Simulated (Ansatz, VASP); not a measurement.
# BaTe: VASP beside Ansatz

```
CELL_PARAMETERS angstrom
0.00000 3.29783 3.55818
3.29783 0.00000 3.55818
3.29783 3.29783 0.00000
ATOMIC_POSITIONS crystal
Ba 0.00000 0.00000 0.00000
Te 0.50000 0.50000 0.50000
```

Change from the starting cell: strain -0.050 along x and y, +0.025 along z, atoms carried along.

Alike in both runs: task single point; functional PBEsol; k mesh 8 × 8 × 8; occupations gaussian, width 0.05 eV; no spin polarisation.

|  | VASP | Ansatz |
| --- | --- | --- |
| version | VASP 6.6.1 | Ansatz 0.2.0 |
| potentials or method | VASP PAW PBE potentials, release 64 (Ba_sv, Te), cutoff 520 eV | scalar-relativistic, plane waves, PAW |
| valence electrons in the cell | 16 | 26 |

Ansatz gave:

```
gap on the k mesh at the Fermi level (eV)                     : 1.18
least direct gap on the mesh (eV)                             : 1.47
pressure (GPa)                                                : 3.6
traceless stress, the component that is largest in VASP (GPa) : -4.52
```

Q: Estimate VASP's values.

A: gap on the k mesh at the Fermi level (eV): 1.07; least direct gap on the mesh (eV): 1.38; pressure (GPa): 4.1; traceless stress, the component that is largest in VASP (GPa): -4.77.

VASP's potentials were made for PBE, not for PBEsol. VASP's potentials hold 16 valence electrons a cell and Ansatz's 26, so a difference there can come from the potentials and not from the codes.

Spin-orbit coupling is off throughout.
